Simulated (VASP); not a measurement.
# ScF3 (Pm-3m) in VASP: a series of runs

ScF3 is run at these levels: LDA; tasks: single point.

Program: VASP 6.6.1. These are calculated values, not measurements. Logs are shortened: lines on timing, memory, paths and dates and some standing lists are left out, and cuts for length are marked.

## 1. The cell of the first run

The structure is cubic, space group Pm-3m (No. 221). The conventional cell has a = 3.691 Å, b = 3.691 Å, c = 3.691 Å, α = 90.00°, β = 90.00°, γ = 90.00°. Within 2.4 Å of Sc (site symmetry m-3m) lie 6 F at 1.85 Å. F (site symmetry 4/mmm) has 2 Sc at 1.85 Å within 2.4 Å.

## 2. Single point, LDA (strain -0.080 along x and y, -0.080 along z)

The input, INCAR:

```
PREC = Accurate
ENCUT = 520
EDIFF = 1E-6
ISMEAR = 0
SIGMA = 0.05
LREAL = F
LASPH = T
NELM = 60
ALGO = Normal
ISIF = 2
LWAVE = F
LCHARG = T
GGA = CA
LELF = T
LVHAR = T
NBANDS = 24
```

The input, KPOINTS:

```
Automatic mesh
0
Gamma
  6 6 6
```

The input, POSCAR:

```
ScF3
1.0
    3.6914540000      0.0000000000      0.0000000000
    0.0000000000      3.6914540000      0.0000000000
    0.0000000000      0.0000000000      3.6914540000
Sc F
1 3
Direct
    0.0000000000      0.0000000000      0.0000000000
    0.5000000000      0.0000000000      0.0000000000
    0.0000000000      0.5000000000      0.0000000000
    0.0000000000      0.0000000000      0.5000000000
```

Potentials or basis: VASP PAW LDA potentials, release 64 (Sc_sv, F).

Launch:

```
$ cat potpaw_LDA.64/Sc_sv/POTCAR potpaw_LDA.64/F/POTCAR > POTCAR
$ mpirun -np 1 vasp_std > vasp.out
```

OUTCAR:

```text
PREC = Accurate
   ENCUT = 520
   EDIFF = 1E-6
   ISMEAR = 0
   LREAL = F
   LASPH = T
   NELM = 60
   ISIF = 2
   GGA = CA

 ion  position               nearest neighbor table
   1  0.000  0.000  0.000-   2 1.85   3 1.85   4 1.85   4 1.85   3 1.85   2 1.85
   2  0.500  0.000  0.000-   1 1.85   1 1.85
   3  0.000  0.500  0.000-   1 1.85   1 1.85
   4  0.000  0.000  0.500-   1 1.85   1 1.85

  LATTYP: Found a simple cubic cell.
 ALAT       =     3.6914540000

  Lattice vectors:

 A1 = (   3.6914540000,   0.0000000000,   0.0000000000)
 A2 = (   0.0000000000,   3.6914540000,   0.0000000000)
 A3 = (   0.0000000000,   0.0000000000,   3.6914540000)

Analysis of symmetry for initial positions (statically):
=====================================================================
 Subroutine PRICEL returns:
 Original cell was already a primitive cell.

 Routine SETGRP: Setting up the symmetry group for a
 simple cubic supercell.

 Subroutine GETGRP returns: Found 48 space group operations
 (whereof 48 operations were pure point group operations)
 out of a pool of 48 trial point group operations.

The static configuration has the point symmetry O_h .

Analysis of symmetry for dynamics (positions and initial velocities):
=====================================================================
 Subroutine PRICEL returns:
 Original cell was already a primitive cell.

 Routine SETGRP: Setting up the symmetry group for a
 simple cubic supercell.

 Subroutine GETGRP returns: Found 48 space group operations
 (whereof 48 operations were pure point group operations)
 out of a pool of 48 trial point group operations.

The dynamic configuration has the point symmetry O_h .

 Subroutine INISYM returns: Found 48 space group operations
 (whereof 48 operations are pure point group operations),
 and found     1 'primitive' translations

----------------------------------------------------------------------------------------

                                     Primitive cell

  volume of cell :      50.3028

  direct lattice vectors                    reciprocal lattice vectors
     3.691454000  0.000000000  0.000000000     0.270895967  0.000000000  0.000000000
     0.000000000  3.691454000  0.000000000     0.000000000  0.270895967  0.000000000
     0.000000000  0.000000000  3.691454000     0.000000000  0.000000000  0.270895967

  length of vectors
     3.691454000  3.691454000  3.691454000     0.270895967  0.270895967  0.270895967

  position of ions in fractional coordinates (direct lattice)
     0.000000000  0.000000000  0.000000000
     0.500000000  0.000000000  0.000000000
     0.000000000  0.500000000  0.000000000
     0.000000000  0.000000000  0.500000000

  ion indices of the primitive-cell ions
   primitive index   ion index
                 1           1
                 2           2
                 3           3
                 4           4

----------------------------------------------------------------------------------------

 KPOINTS: Automatic mesh

Automatic generation of k-mesh.
 Grid dimensions read from file:
 generate k-points for:    6    6    6

 Generating k-lattice:

  Cartesian coordinates                     Fractional coordinates (reciprocal lattice)
     0.045149328  0.000000000  0.000000000     0.166666667  0.000000000  0.000000000
     0.000000000  0.045149328  0.000000000     0.000000000  0.166666667  0.000000000
     0.000000000  0.000000000  0.045149328     0.000000000  0.000000000  0.166666667

  Length of vectors
     0.045149328  0.045149328  0.045149328

  Shift w.r.t. Gamma in fractional coordinates (k-lattice)
     0.000000000  0.000000000  0.000000000

 Subroutine IBZKPT returns following result:
 ===========================================

 Found     20 irreducible k-points:

 Following reciprocal coordinates:
            Coordinates               Weight
  0.000000  0.000000  0.000000      1.000000
  0.166667  0.000000  0.000000      6.000000
  0.333333  0.000000  0.000000      6.000000
  0.500000  0.000000  0.000000      3.000000
  0.166667  0.166667  0.000000     12.000000
  0.333333  0.166667  0.000000     24.000000
[... 12 lines left out ...]
  0.500000  0.500000  0.333333      6.000000
  0.500000  0.500000  0.500000      1.000000
   k-points           NKPTS =     20   k-points in BZ     NKDIM =     20   number of bands    NBANDS=     24
   number of dos      NEDOS =    301   number of ions     NIONS =      4
   total plane-waves  NPLWV =  21952
   dimension x,y,z NGX =    28 NGY =   28 NGZ =   28
   dimension x,y,z NGXF=    56 NGYF=   56 NGZF=   56
   ions per type =               1   3
   NGX,Y,Z   is equivalent  to a cutoff of  12.61, 12.61, 12.61 a.u.
   NGXF,Y,Z  is equivalent  to a cutoff of  25.22, 25.22, 25.22 a.u.
 SYSTEM =  unknown system
   PREC   = accura    normal or accurate (medium, high low for compatibility)
   ISTART =      0    job   : 0-new  1-cont  2-samecut
   ICHARG =      2    charge: 1-file 2-atom 10-const
   ISPIN  =      1    spin polarized calculation?
   LNONCOLLINEAR =      F non collinear calculations
   LSORBIT =      F    spin-orbit coupling
   LASPH  =      T    aspherical Exc in radial PAW
   ENCUT  =  520.0 eV  38.22 Ry    6.18 a.u.   6.86  6.86  6.86*2*pi/ulx,y,z
   NELM   =     60;   NELMIN=  2; NELMDL= -5     # of ELM steps
   EDIFF  = 0.1E-05   stopping-criterion for ELM
   LREAL  =      F    real-space projection
   EDIFFG = 0.1E-04   stopping-criterion for IOM
   NSW    =      0    number of steps for IOM
   IBRION =     -1    ionic relax: 0-MD 1-quasi-New 2-CG
   NFREE  =      0    steps in history (QN), initial steepest desc. (CG)
   ISIF   =      2    stress and relaxation
   ISYM   =      2    0-nonsym 1-usesym 2-fastsym
   POTIM  = 0.5000    time-step for ionic-motion
   TEBEG  =    0.0;   TEEND  =   0.0 temperature during run
   PSTRESS=    0.0 pullay stress
   NELECT =      32.0000    total number of electrons
   NUPDOWN=      -1.0000    fix difference up-down
   EMIN   =  10.00;   EMAX   =-10.00  energy-range for DOS
   EFERMI =   0.00;   METHOD = LEGACY
   ISMEAR =     0;   SIGMA  =   0.05  broadening in eV -4-tet -1-fermi 0-gaus
   EFERMI_NEDOS =   21; number of points for ismear=-14 and -15
   IALGO  =     38    algorithm
   IMIX   =      4    mixing-type and parameters
     AMIX     =   0.40;   BMIX     =  1.00
     AMIX_MAG =   1.60;   BMIX_MAG =  1.00
  volume/ion in A,a.u.               =      12.58        84.87
  Fermi-wavevector in a.u.,A,eV,Ry     =   1.407972  2.660681 26.971989  1.982385
  Thomas-Fermi vector in A             =   2.530177
   LORBIT       =      0    0 simple, 1 ext, 2 COOP (PROOUT), +10 PAW based schemes
   GGA     = CA    functional components
   LHFCALC =     F    Hartree Fock is set to
   AEXX    =    0.0000 exact exchange contribution
   IVDW    =     0    specifies the selected vdW correction
   LEPSILON=     F    determine dielectric tensor
   LRPA    =     F    only Hartree local field effects (RPA)
 non-spin polarized calculation
 Gauss-broadening in eV      SIGMA  =   0.05
  energy-cutoff  :      520.00
  volume of cell :       50.30
 maximum number of plane-waves:      1376
 NGX is ok and might be reduce to    28
   NGX = 13   NGY = 13   NGZ = 13

 number of electron      31.9999968 magnetization

 Free energy of the ion-electron system (eV)
  ---------------------------------------------------
  ext. energy  EPLUGINS =         0.00000000
  ---------------------------------------------------
  free energy    TOTEN  =       -28.24322578 eV

  energy without entropy =      -28.24322578  energy(sigma->0) =      -28.24322578

 E-fermi :  -2.2314     XC(G=0): -10.0412

 val. band max:       -2.5310289338   @ k =   0.5000   0.5000   0.5000
 cond. band min:       4.8359330978   @ k =   0.0000   0.0000   0.0000
 fundamental gap:      7.3669620316
 Fermi energy:        -2.2314292361

 k-point     1 :       0.0000    0.0000    0.0000
  band No.  band energies     occupation
      1     -46.1973      2.00000
      2     -25.5590      2.00000
      3     -25.5590      2.00000
      4     -25.5590      2.00000
      5     -22.6686      2.00000
      6     -22.4395      2.00000
[... 16 lines left out ...]
     23      14.4330      0.00000
     24      14.4330      0.00000

 k-point     2 :       0.1667    0.0000    0.0000
  band No.  band energies     occupation
      1     -46.1919      2.00000
      2     -26.0311      2.00000
      3     -25.5548      2.00000
      4     -25.5548      2.00000
      5     -22.5971      2.00000
      6     -22.4363      2.00000
[... 16 lines left out ...]
     23      13.2260      0.00000
     24      14.7846      0.00000

 k-point     3 :       0.3333    0.0000    0.0000
  band No.  band energies     occupation
      1     -46.1811      2.00000
      2     -26.6786      2.00000
      3     -25.5464      2.00000
      4     -25.5464      2.00000
      5     -22.5785      2.00000
      6     -22.4294      2.00000
[... 16 lines left out ...]
     23      11.4927      0.00000
     24      15.5843      0.00000

 k-point     4 :       0.5000    0.0000    0.0000
  band No.  band energies     occupation
      1     -46.1757      2.00000
      2     -26.9315      2.00000
      3     -25.5422      2.00000
      4     -25.5422      2.00000
      5     -22.5732      2.00000
      6     -22.4251      2.00000
[... 16 lines left out ...]
     23      10.9892      0.00000
     24      16.0553      0.00000

 k-point     5 :       0.1667    0.1667    0.0000
  band No.  band energies     occupation
      1     -46.1865      2.00000
      2     -26.0329      2.00000
      3     -26.0199      2.00000
      4     -25.5506      2.00000
      5     -22.5189      2.00000
      6     -21.8365      2.00000
[... 343 lines left out ...]
 k-point    18 :       0.5000    0.3333    0.3333
  band No.  band energies     occupation
      1     -46.1437      2.00000
      2     -26.9005      2.00000
      3     -26.6470      2.00000
      4     -26.6400      2.00000
      5     -20.6071      2.00000
      6     -20.5746      2.00000
[... 16 lines left out ...]
     23      12.2293      0.00000
     24      12.7876      0.00000

 k-point    19 :       0.5000    0.5000    0.3333
  band No.  band energies     occupation
      1     -46.1384      2.00000
      2     -26.8954      2.00000
      3     -26.8954      2.00000
      4     -26.6386      2.00000
      5     -20.5883      2.00000
      6     -20.0361      2.00000
[... 16 lines left out ...]
     23      12.8259      0.00000
     24      12.8259      0.00000

 k-point    20 :       0.5000    0.5000    0.5000
  band No.  band energies     occupation
      1     -46.1331      2.00000
      2     -26.8904      2.00000
      3     -26.8904      2.00000
      4     -26.8904      2.00000
      5     -20.0338      2.00000
      6     -20.0338      2.00000
[... 16 lines left out ...]
     23      14.1479      0.00000
     24      14.1479      0.00000

------------------------ aborting loop because EDIFF is reached ----------------------------------------

  FORCE on cell =-STRESS in cart. coord.  units (eV):
  Direction    XX          YY          ZZ          XY          YZ          ZX
  --------------------------------------------------------------------------------------
  -------------------------------------------------------------------------------------
  Total       12.6474596     12.6474596     12.6474596     -0.0000000      0.0000000     -0.0000000
  in kB      402.8297148    402.8297148    402.8297148     -0.0000000      0.0000000     -0.0000000
  external PRESSURE =     402.8297148 kB  Pullay stress =       0.0000000 kB

 VOLUME and BASIS-vectors are now :
 -----------------------------------------------------------------------------
  energy-cutoff  :      520.00
  volume of cell :       50.30
      direct lattice vectors                 reciprocal lattice vectors
     3.691454000  0.000000000  0.000000000     0.270895967  0.000000000  0.000000000
     0.000000000  3.691454000  0.000000000     0.000000000  0.270895967  0.000000000
     0.000000000  0.000000000  3.691454000     0.000000000  0.000000000  0.270895967

 POSITION                                       TOTAL-FORCE (eV/Angst)
 -----------------------------------------------------------------------------------
      0.00000      0.00000      0.00000         0.000000      0.000000      0.000000
      1.84573      0.00000      0.00000         0.000000      0.000000      0.000000
      0.00000      1.84573      0.00000         0.000000      0.000000      0.000000
      0.00000      0.00000      1.84573         0.000000      0.000000      0.000000
 -----------------------------------------------------------------------------------
    total drift:                               -0.000000      0.000000     -0.000000

  FREE ENERGIE OF THE ION-ELECTRON SYSTEM (eV)
  ---------------------------------------------------
  free  energy   TOTEN  =       -28.2432257762 eV

  energy  without entropy=      -28.2432257762  energy(sigma->0) =      -28.24322578
```

It took 20 s on 1 thread of Intel Xeon Platinum 8259CL at 2.50GHz (Skylake/Cascade Lake), shared host; peak memory 0.15 GiB.

Results:

```
Free energy            : -28.2432 eV
Pressure               : 40.3 GPa
Band gap on the k mesh : 7.37 eV, indirect (least direct gap 7.72 eV)
```

Caveat: the cell differs from its parent crystal (strain -0.080 along x and y, -0.080 along z). A k mesh can miss the band edges.

[end of part 1 of 3]
